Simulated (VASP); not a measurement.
# Gd (P6_3/mmc) in VASP: a series of runs

The runs below take Gd through relaxation of shape and atoms at fixed volume, with PBE+U.

All numbers are computed with VASP 6.6.1; they aren't measurements. Logs are shortened: lines on timing, memory, paths and dates and some standing lists are left out, and cuts for length are marked.

## Step 1: The cell of the first run

It takes space group P6_3/mmc (No. 194, hexagonal). The conventional cell has a = 3.634 Å, b = 3.634 Å, c = 5.822 Å, α = 90.00°, β = 90.00°, γ = 120.00°. Gd (site symmetry -6m2) has 12 Gd at 3.59 to 3.63 Å within 4.7 Å.

## Step 2: Relaxation of shape and atoms at fixed volume, PBE+U, collinear spin, ferromagnetic start (33.30 Å³/atom)

Contents of INCAR:

```
SYSTEM = Gd
PREC = Accurate
ENCUT = 600
EDIFF = 1E-7
ISMEAR = 0
SIGMA = 0.05
LREAL = .FALSE.
LASPH = .TRUE.
NELM = 150
ALGO = Normal
ISIF = 4
LWAVE = .FALSE.
LCHARG = .FALSE.
ISPIN = 2
MAGMOM = 8.25 8.25
LORBIT = 11
LMAXMIX = 6
LDAU = .TRUE.
LDAUTYPE = 2
LDAUL = 3
LDAUU = 6
LDAUJ = 0
LDAUPRINT = 1
GGA = PE
IBRION = 2
NSW = 60
EDIFFG = -0.01
```

Contents of KPOINTS:

```
Automatic mesh
0
G
  6 6 4
  0 0 0
```

Contents of POSCAR:

```
Gd
1.0
    3.6344963240      0.0000000000      0.0000000000
   -1.8172481620      3.1475661465      0.0000000000
    0.0000000000      0.0000000000      5.8218744383
Gd
2
Direct
    0.3333333333      0.6666666667      0.7500000000
    0.6666666667      0.3333333333      0.2500000000
```

Potentials or basis: VASP PAW PBE potentials, release 64 (Gd).

The run is started by

```sh
cat potpaw_PBE.64/Gd/POTCAR > POTCAR
mpirun -np 1 vasp_std > vasp.out
```

OUTCAR:

```text
SYSTEM = Gd
   PREC = Accurate
   ENCUT = 600
   EDIFF = 1E-7
   ISMEAR = 0
   LREAL = .FALSE.
   LASPH = .TRUE.
   NELM = 150
   ISIF = 4
   ISPIN = 2
   LORBIT = 11
   GGA = PE
   IBRION = 2
   NSW = 60
   EDIFFG = -0.01

 ion  position               nearest neighbor table
   1  0.333  0.667  0.750-
   2  0.667  0.333  0.250-

  LATTYP: Found a hexagonal cell.
 ALAT       =     3.6344963240
 C/A-ratio  =     1.6018380318

  Lattice vectors:

 A1 = (   3.6344963240,   0.0000000000,   0.0000000000)
 A2 = (  -1.8172481620,   3.1475661465,   0.0000000000)
 A3 = (   0.0000000000,   0.0000000000,   5.8218744383)

Analysis of symmetry for initial positions (statically):
=====================================================================
 Subroutine PRICEL returns:
 Original cell was already a primitive cell.

 Routine SETGRP: Setting up the symmetry group for a
 hexagonal supercell.

 Subroutine GETGRP returns: Found 24 space group operations
 (whereof 12 operations were pure point group operations)
 out of a pool of 24 trial point group operations.

The static configuration has the point symmetry D_3d.
 The point group associated with its full space group is D_6h.

Analysis of symmetry for dynamics (positions and initial velocities):
=====================================================================
 Subroutine PRICEL returns:
 Original cell was already a primitive cell.

 Routine SETGRP: Setting up the symmetry group for a
 hexagonal supercell.

 Subroutine GETGRP returns: Found 24 space group operations
 (whereof 12 operations were pure point group operations)
 out of a pool of 24 trial point group operations.

The dynamic configuration has the point symmetry D_3d.
 The point group associated with its full space group is D_6h.

Analysis of structural, dynamic, and magnetic symmetry:
=====================================================================
 Subroutine PRICEL returns:
 Original cell was already a primitive cell.

 Routine SETGRP: Setting up the symmetry group for a
 hexagonal supercell.

 Subroutine GETGRP returns: Found 24 space group operations
 (whereof 12 operations were pure point group operations)
 out of a pool of 24 trial point group operations.

The overall configuration has the point symmetry D_3d.
 The point group associated with its full space group is D_6h.

 Subroutine INISYM returns: Found 24 space group operations
 (whereof 12 operations are pure point group operations),
 and found     1 'primitive' translations
[... 246 lines left out ...]
  o =  0.0010  v =  0.0000  0.0000  0.0000  0.0000  0.0000  0.0000  0.0000 -0.0000  0.0017  0.0000  0.0000  0.0000 -1.0000 -0.0000      0.0000  0.0000  0.0000  0.0000  0.0000  0.0000  0.0000  0.0000  0.0000  0.0000  0.0000  0.0000  0.0000  0.0000
  o =  0.0010  v =  0.0000  0.0000  0.0000  0.0000  0.0000  0.0000  0.0000  0.0000 -1.0000 -0.0000  0.0000  0.0000 -0.0017 -0.0000      0.0000  0.0000  0.0000  0.0000  0.0000  0.0000  0.0000  0.0000  0.0000  0.0000  0.0000  0.0000  0.0000  0.0000
  o =  0.9896  v =  0.0000 -0.0000  0.0000 -0.0000  0.0000 -0.0000  1.0000  0.0000  0.0000  0.0000  0.0000  0.0000  0.0000  0.0000      0.0000  0.0000  0.0000  0.0000  0.0000  0.0000  0.0000  0.0000  0.0000  0.0000  0.0000  0.0000  0.0000  0.0000
  o =  0.9897  v = -0.0000 -0.0000 -1.0000 -0.0000 -0.0000  0.0000  0.0000  0.0000  0.0000  0.0000  0.0000  0.0000  0.0000  0.0000      0.0000  0.0000  0.0000  0.0000  0.0000  0.0000  0.0000  0.0000  0.0000  0.0000  0.0000  0.0000  0.0000  0.0000
  o =  0.9897  v = -0.0000  0.0000 -0.0000 -0.0000  1.0000  0.0000 -0.0000  0.0000  0.0000  0.0000  0.0000  0.0000  0.0000  0.0000      0.0000  0.0000  0.0000  0.0000  0.0000  0.0000  0.0000  0.0000  0.0000  0.0000  0.0000  0.0000  0.0000  0.0000
  o =  0.9901  v =  0.0000 -0.9994  0.0000 -0.0000  0.0000 -0.0358 -0.0000  0.0000  0.0000  0.0000  0.0000  0.0000  0.0000  0.0000      0.0000  0.0000  0.0000  0.0000  0.0000  0.0000  0.0000  0.0000  0.0000  0.0000  0.0000  0.0000  0.0000  0.0000
  o =  0.9901  v =  0.0000 -0.0358  0.0000  0.0000 -0.0000  0.9994  0.0000  0.0000  0.0000  0.0000  0.0000  0.0000  0.0000  0.0000      0.0000  0.0000  0.0000  0.0000  0.0000  0.0000  0.0000  0.0000  0.0000  0.0000  0.0000  0.0000  0.0000  0.0000
  o =  0.9907  v =  1.0000  0.0000 -0.0000 -0.0000  0.0000 -0.0000 -0.0000  0.0000  0.0000  0.0000  0.0000  0.0000  0.0000  0.0000      0.0000  0.0000  0.0000  0.0000  0.0000  0.0000  0.0000  0.0000  0.0000  0.0000  0.0000  0.0000  0.0000  0.0000
  o =  0.9907  v =  0.0000 -0.0000 -0.0000  1.0000  0.0000 -0.0000  0.0000  0.0000  0.0000  0.0000  0.0000  0.0000  0.0000  0.0000      0.0000  0.0000  0.0000  0.0000  0.0000  0.0000  0.0000  0.0000  0.0000  0.0000  0.0000  0.0000  0.0000  0.0000

atom =   2  type =  1  l = 3

 onsite density matrix

spin component  1

  0.9907 -0.0000 -0.0000  0.0000  0.0000 -0.0000 -0.0000
 -0.0000  0.9901  0.0000 -0.0000 -0.0000 -0.0000  0.0000
 -0.0000  0.0000  0.9897 -0.0000 -0.0000  0.0000  0.0000
  0.0000 -0.0000 -0.0000  0.9907 -0.0000 -0.0000 -0.0000
  0.0000 -0.0000 -0.0000 -0.0000  0.9897  0.0000 -0.0000
 -0.0000 -0.0000  0.0000 -0.0000  0.0000  0.9901  0.0000
 -0.0000  0.0000  0.0000 -0.0000 -0.0000  0.0000  0.9896

spin component  2

  0.0006  0.0000 -0.0000  0.0000 -0.0000  0.0000 -0.0000
  0.0000  0.0010  0.0000 -0.0000  0.0000  0.0000 -0.0000
 -0.0000  0.0000  0.0005  0.0000  0.0000  0.0000 -0.0000
  0.0000 -0.0000  0.0000  0.0004  0.0000 -0.0000  0.0000
 -0.0000  0.0000  0.0000  0.0000  0.0005 -0.0000 -0.0000
  0.0000  0.0000  0.0000 -0.0000 -0.0000  0.0010 -0.0000
 -0.0000 -0.0000 -0.0000  0.0000 -0.0000 -0.0000  0.0005

 occupancies and eigenvectors

  o =  0.0004  v =  0.0000  0.0000  0.0000  0.0000  0.0000  0.0000  0.0000  0.0000 -0.0000  0.0000 -1.0000 -0.0000 -0.0000 -0.0000      0.0000  0.0000  0.0000  0.0000  0.0000  0.0000  0.0000  0.0000  0.0000  0.0000  0.0000  0.0000  0.0000  0.0000
  o =  0.0005  v =  0.0000  0.0000  0.0000  0.0000  0.0000  0.0000  0.0000 -0.0000 -0.0000 -0.0000  0.0000 -0.0000 -0.0000 -1.0000      0.0000  0.0000  0.0000  0.0000  0.0000  0.0000  0.0000  0.0000  0.0000  0.0000  0.0000  0.0000  0.0000  0.0000
  o =  0.0005  v =  0.0000  0.0000  0.0000  0.0000  0.0000  0.0000  0.0000  0.0000  0.0000  1.0000  0.0000 -0.0015 -0.0000  0.0000      0.0000  0.0000  0.0000  0.0000  0.0000  0.0000  0.0000  0.0000  0.0000  0.0000  0.0000  0.0000  0.0000  0.0000
  o =  0.0005  v =  0.0000  0.0000  0.0000  0.0000  0.0000  0.0000  0.0000 -0.0000  0.0000 -0.0015  0.0000 -1.0000 -0.0000  0.0000      0.0000  0.0000  0.0000  0.0000  0.0000  0.0000  0.0000  0.0000  0.0000  0.0000  0.0000  0.0000  0.0000  0.0000
  o =  0.0006  v =  0.0000  0.0000  0.0000  0.0000  0.0000  0.0000  0.0000  1.0000 -0.0000 -0.0000  0.0000 -0.0000 -0.0000 -0.0000      0.0000  0.0000  0.0000  0.0000  0.0000  0.0000  0.0000  0.0000  0.0000  0.0000  0.0000  0.0000  0.0000  0.0000
  o =  0.0010  v =  0.0000  0.0000  0.0000  0.0000  0.0000  0.0000  0.0000 -0.0000  0.0021 -0.0000  0.0000  0.0000 -1.0000  0.0000      0.0000  0.0000  0.0000  0.0000  0.0000  0.0000  0.0000  0.0000  0.0000  0.0000  0.0000  0.0000  0.0000  0.0000
  o =  0.0010  v =  0.0000  0.0000  0.0000  0.0000  0.0000  0.0000  0.0000  0.0000  1.0000 -0.0000 -0.0000  0.0000  0.0021 -0.0000      0.0000  0.0000  0.0000  0.0000  0.0000  0.0000  0.0000  0.0000  0.0000  0.0000  0.0000  0.0000  0.0000  0.0000
  o =  0.9896  v = -0.0000  0.0000 -0.0000  0.0000 -0.0000  0.0000 -1.0000  0.0000  0.0000  0.0000  0.0000  0.0000  0.0000  0.0000      0.0000  0.0000  0.0000  0.0000  0.0000  0.0000  0.0000  0.0000  0.0000  0.0000  0.0000  0.0000  0.0000  0.0000
  o =  0.9897  v = -0.0000  0.0000 -1.0000 -0.0000 -0.0000  0.0000  0.0000  0.0000  0.0000  0.0000  0.0000  0.0000  0.0000  0.0000      0.0000  0.0000  0.0000  0.0000  0.0000  0.0000  0.0000  0.0000  0.0000  0.0000  0.0000  0.0000  0.0000  0.0000
  o =  0.9897  v = -0.0000  0.0000 -0.0000 -0.0000  1.0000 -0.0000 -0.0000  0.0000  0.0000  0.0000  0.0000  0.0000  0.0000  0.0000      0.0000  0.0000  0.0000  0.0000  0.0000  0.0000  0.0000  0.0000  0.0000  0.0000  0.0000  0.0000  0.0000  0.0000
  o =  0.9901  v =  0.0000  0.9231  0.0000  0.0000 -0.0000  0.3844  0.0000  0.0000  0.0000  0.0000  0.0000  0.0000  0.0000  0.0000      0.0000  0.0000  0.0000  0.0000  0.0000  0.0000  0.0000  0.0000  0.0000  0.0000  0.0000  0.0000  0.0000  0.0000
  o =  0.9901  v = -0.0000  0.3844  0.0000 -0.0000 -0.0000 -0.9231  0.0000  0.0000  0.0000  0.0000  0.0000  0.0000  0.0000  0.0000      0.0000  0.0000  0.0000  0.0000  0.0000  0.0000  0.0000  0.0000  0.0000  0.0000  0.0000  0.0000  0.0000  0.0000
  o =  0.9907  v =  1.0000 -0.0000 -0.0000  0.0000  0.0000 -0.0000 -0.0000  0.0000  0.0000  0.0000  0.0000  0.0000  0.0000  0.0000      0.0000  0.0000  0.0000  0.0000  0.0000  0.0000  0.0000  0.0000  0.0000  0.0000  0.0000  0.0000  0.0000  0.0000
  o =  0.9907  v =  0.0000  0.0000  0.0000 -1.0000 -0.0000  0.0000 -0.0000  0.0000  0.0000  0.0000  0.0000  0.0000  0.0000  0.0000      0.0000  0.0000  0.0000  0.0000  0.0000  0.0000  0.0000  0.0000  0.0000  0.0000  0.0000  0.0000  0.0000  0.0000

--------------------------------------- Ionic step        3  -------------------------------------------

 number of electron      35.9999996 magnetization      15.6287725

 Free energy of the ion-electron system (eV)
  ---------------------------------------------------
  ext. energy  EPLUGINS =         0.00000000
  ---------------------------------------------------
  free energy    TOTEN  =       -22.83805077 eV

  energy without entropy =      -22.83384485  energy(sigma->0) =      -22.83594781

 E-fermi :   3.0850     XC(G=0):  -9.9457

 val. band max:        3.0664153061   @ k =   0.1667   0.1667   0.0000
 cond. band min:       3.1018553679   @ k =   0.3333   0.0000   0.2500
 fundamental gap:      0.0354400618
 Fermi energy:         3.0849699535

 spin component 1

 k-point     1 :       0.0000    0.0000    0.0000
  band No.  band energies     occupation
      1     -42.5281      1.00000
      2     -42.4646      1.00000
      3     -20.2156      1.00000
      4     -19.6257      1.00000
      5     -19.6257      1.00000
      6     -19.5284      1.00000
[... 682 lines left out ...]
     29       5.3004      0.00000
     30       5.3004      0.00000
 Fermi energy:         3.0849699535

 spin component 2

 k-point     1 :       0.0000    0.0000    0.0000
  band No.  band energies     occupation
      1     -39.2268      1.00000
      2     -39.1468      1.00000
      3     -17.9234      1.00000
      4     -17.1943      1.00000
      5     -17.1943      1.00000
      6     -17.0825      1.00000
[... 711 lines left out ...]
  FREE ENERGIE OF THE ION-ELECTRON SYSTEM (eV)
  ---------------------------------------------------
  free  energy   TOTEN  =       -22.8380507709 eV

  energy  without entropy=      -22.8338448495  energy(sigma->0) =      -22.83594781

 reached required accuracy - stopping structural energy minimisation

 total charge

# of ion       s       p       d       f       tot
--------------------------------------------------
    1        2.074   5.572   0.598   6.930  15.174
    2        2.074   5.572   0.598   6.930  15.174
--------------------------------------------------
tot          4.148  11.145   1.195  13.860  30.349

 magnetization (x)

# of ion       s       p       d       f       tot
--------------------------------------------------
    1        0.004  -0.054   0.250   6.921   7.120
    2        0.004  -0.054   0.250   6.921   7.120
--------------------------------------------------
tot          0.007  -0.109   0.500  13.842  14.240
```

Run time: 2.7 min. Hardware: 1 thread of Intel Xeon 6975P-C (Granite Rapids), shared host; peak memory 0.28 GiB.

Results:

- Free energy: -22.8381 eV
- Energy gained by relaxing: 0.0 meV/atom
- Ionic steps: 3
- Pressure after relaxing: 0.7 GPa
- Net moment: 15.63 μB per cell
- Site moments: Gd +7.12 μB
- Valence electrons inside the program's atomic spheres: Gd 15.17

Final structure:
```xyz
2
Lattice="3.6297 0.0000 0.0000 -1.8148 3.1434 0.0000 0.0000 0.0000 5.8374" Properties=species:S:1:pos:R:3 pbc="T T T"
Gd    0.0000    2.0956    4.3780
Gd    1.8148    1.0478    1.4593
```

Eigenvalues of the final occupation matrices:
```tsv
site	spin	trace	eigenvalues
site 1 f	1	6.93	0.99 0.99 0.99 0.99 0.99 0.99 0.99
site 1 f	2	0.00	0.00 0.00 0.00 0.00 0.00 0.00 0.00
site 2 f	1	6.93	0.99 0.99 0.99 0.99 0.99 0.99 0.99
site 2 f	2	0.00	0.00 0.00 0.00 0.00 0.00 0.00 0.00
```

Caveat: spin-orbit coupling is left out, which moves the levels of the heavy elements.

## Step 3: Relaxation of shape and atoms at fixed volume, PBE+U, collinear spin, ferromagnetic start (33.74 Å³/atom)

This run uses another cell than the first one, of 33.74 Å³/atom.

Contents of INCAR:

```
PREC     = Accurate       # precision mode
ENCUT    = 600            # plane-wave cutoff, eV
EDIFF    = 1E-7           # SCF threshold, eV
ISMEAR   = 0              # smearing method
SIGMA    = 0.05           # smearing width, eV
LREAL    = F              # projectors in reciprocal space
LASPH    = T              # aspherical terms in the spheres
NELM     = 150            # most SCF steps
ALGO     = Fast           # electronic algorithm
ISIF     = 4              # what is computed and relaxed
LWAVE    = F              # write WAVECAR
LCHARG   = F              # write CHGCAR
ISPIN    = 2              # spin polarisation
MAGMOM   = 8.27 8.27      # initial moments
LORBIT   = 11             # projections on sites
LMAXMIX  = 6              # l up to which the mixer works
LDAU     = T              # DFT+U
LDAUTYPE = 2            
LDAUL    = 3              # shell
LDAUU    = 6              # U, eV
LDAUJ    = 0            
LDAUPRINT= 1            
GGA      = PE             # functional
IBRION   = 2              # ionic algorithm
NSW      = 60             # ionic steps
EDIFFG   = -0.01          # ionic threshold
```

Contents of KPOINTS:

```
regular mesh
0
Gamma
  6 6 4
```

Contents of POSCAR:

```
Gd
1.0
    3.6479134060      0.0000000000      0.0000000000
   -1.8239567030      3.1591856804      0.0000000000
    0.0000000000      0.0000000000      5.8554323120
Gd
2
Direct
    0.3333333333      0.6666666667      0.7500000000
    0.6666666667      0.3333333333      0.2500000000
```

Potentials or basis: VASP PAW PBE potentials, release 64 (Gd).

The run is started by

```sh
cat potpaw_PBE.64/Gd/POTCAR > POTCAR
mpirun -np 1 vasp_std > vasp.out
```

Wall time 14 min (1 thread of Intel Xeon 6975P-C (Granite Rapids), shared host); peak memory 0.3 GiB.

It converged, with:

```
Free energy                                           : -22.8409 eV
Energy gained by relaxing                             : 0.1 meV/atom
Ionic steps                                           : 5
Pressure after relaxing                               : 0.2 GPa
Net moment                                            : 15.67 μB per cell
Site moments                                          : Gd +7.12 μB
Valence electrons inside the program's atomic spheres : Gd 15.17
```

Step by step:
| step | energy change (eV) | largest force (eV/Å) | pressure (GPa) | volume (Å³) |
| --- | --- | --- | --- | --- |
| 1 | 0.0000 | 0.0000 | 0.20 | 67.48 |
| 2 | 0.0000 | 0.0000 | 0.20 | 67.48 |
| 3 | -0.0001 | 0.0000 | 0.21 | 67.48 |
| 4 | -0.0001 | 0.0000 | 0.22 | 67.48 |
| 5 | -0.0001 | 0.0000 | 0.24 | 67.48 |

Final structure:
```cif
data_structure
_symmetry_space_group_name_H-M 'P 1'
_symmetry_Int_Tables_number 1
_cell_length_a 3.6410
_cell_length_b 3.6410
_cell_length_c 5.8776
_cell_angle_alpha 90.000
_cell_angle_beta 90.000
_cell_angle_gamma 120.000
_cell_volume 67.48
loop_
_atom_site_label
_atom_site_type_symbol
_atom_site_fract_x
_atom_site_fract_y
_atom_site_fract_z
_atom_site_occupancy
Gd1 Gd 0.33333 0.66667 0.75000 1
Gd2 Gd 0.66667 0.33333 0.25000 1
```

Levels at points of the mesh, in eV from the Fermi level:
Spin up:
| k point | band 23 | band 24 | band 25 | band 26 | band 27 | band 28 | band 29 | band 30 |
| --- | --- | --- | --- | --- | --- | --- | --- | --- |
| (0.00, 0.00, 0.00) | -5.25 | -2.70 | 5.92 | 14.72 | 16.13 | 17.11 | 17.69 | 18.78 |
| (0.50, 0.00, 0.00) | -2.37 | -1.90 | -1.48 | -0.32 | 6.21 | 13.86 | 15.91 | 18.79 |
| (0.00, 0.00, 0.50) | -3.82 | -3.82 | 10.67 | 14.63 | 16.12 | 17.55 | 17.89 | 18.37 |
| (0.50, 0.00, 0.50) | -2.34 | -2.34 | -0.72 | -0.72 | 9.29 | 15.11 | 17.51 | 17.92 |
Spin down:
```
           k point  band 6  band 7  band 8  band 9  band 10  band 11  band 12  band 13  band 14  band 15
(0.00, 0.00, 0.00)  -20.22  -20.21  -20.21   -4.27    -1.53     1.57     2.18     2.18     2.19     2.70
(0.50, 0.00, 0.00)  -20.49  -20.41  -20.31   -1.14    -0.98    -0.67     0.83     1.81     1.97     2.46
(0.00, 0.00, 0.50)  -20.27  -20.27  -20.27   -2.77    -2.77     1.26     1.26     2.18     2.18     2.18
(0.50, 0.00, 0.50)  -20.42  -20.40  -20.40   -1.44    -1.44     0.49     0.49     2.02     2.02     2.81
```

Eigenvalues of the final occupation matrices:
| site | spin | trace | eigenvalues |
| --- | --- | --- | --- |
| site 1 f | 1 | 6.93 | 0.99 0.99 0.99 0.99 0.99 0.99 0.99 |
| site 1 f | 2 | 0.00 | 0.00 0.00 0.00 0.00 0.00 0.00 0.00 |
| site 2 f | 1 | 6.93 | 0.99 0.99 0.99 0.99 0.99 0.99 0.99 |
| site 2 f | 2 | 0.00 | 0.00 0.00 0.00 0.00 0.00 0.00 0.00 |

Caveat: spin-orbit coupling is left out, which moves the levels of the heavy elements. The state reached can hang on the start; a lower one may exist.
